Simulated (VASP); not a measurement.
# Al3N: single point with PBE

Al3N:

```
Al N
1.0
     5.00908    0.00000    0.00000
     0.00000    4.50310    2.61862
     0.00000   -4.50310    2.61862
Al N
6 2
Direct
  0.76846 0.12948 0.99365
  0.76846 0.49365 0.62948
  0.23154 0.62948 0.49365
  0.23154 0.99365 0.12948
  0.28396 0.28649 0.78649
  0.71604 0.78649 0.28649
  0.63490 0.42903 0.92903
  0.36510 0.92903 0.42903
```

```yaml
Program: VASP 6.6.1
Task: single point
Functional: PBE
Potentials_or_basis: VASP PAW PBE potentials, release 64 (Al, N)
Cutoff: 520 eV
k_mesh: 4 × 4 × 4
Occupations: gaussian, width 0.1 eV
Spin: no spin polarisation
```

```
Pressure               : -0.1 GPa
Largest force          : 0.038 eV/Å
Band gap on the k mesh : zero (band 14 reaches 8.33 eV, above the bottom of band 15 at 7.14 eV)
```

Forces on the atoms (eV/Å):
```
Al  -0.024 -0.013  0.014
Al  -0.024  0.013  0.014
Al   0.024 -0.013  0.014
Al   0.024  0.013  0.014
Al   0.007  0.000 -0.016
Al  -0.007  0.000 -0.016
N    0.036  0.000 -0.012
N   -0.036  0.000 -0.012
```

Stress tensor (GPa, compression positive):
```
 0.15  0.00  0.00
 0.00 -0.16  0.00
 0.00  0.00 -0.32
```

Levels at points of the mesh, in eV from the Fermi level:
```tsv
k point	band 10	band 11	band 12	band 13	band 14	band 15	band 16	band 17	band 18	band 19
(0.00, 0.00, 0.00)	-3.60	-2.47	-2.06	-1.76	-0.36	-0.19	0.65	1.22	1.32	1.63
(0.50, 0.00, 0.00)	-4.06	-2.72	-2.42	-1.94	-1.39	0.17	0.80	1.20	2.26	2.35
(0.00, 0.50, 0.00)	-3.78	-2.54	-2.54	-0.69	-0.69	0.23	0.23	2.02	2.02	2.98
(0.50, 0.50, 0.00)	-4.07	-2.59	-2.59	-0.73	-0.73	1.70	1.70	3.02	3.02	4.04
(0.00, 0.50, 0.50)	-3.87	-3.69	-2.29	-2.13	-1.15	0.85	1.90	1.92	1.98	3.54
(0.50, 0.50, 0.50)	-2.22	-2.06	-1.44	-1.25	-0.39	0.03	0.62	2.68	3.01	3.81
```

It took 49 s on 1 thread of AMD EPYC 9R14 (Zen 4), on a shared host, peak memory 0.21 GiB.
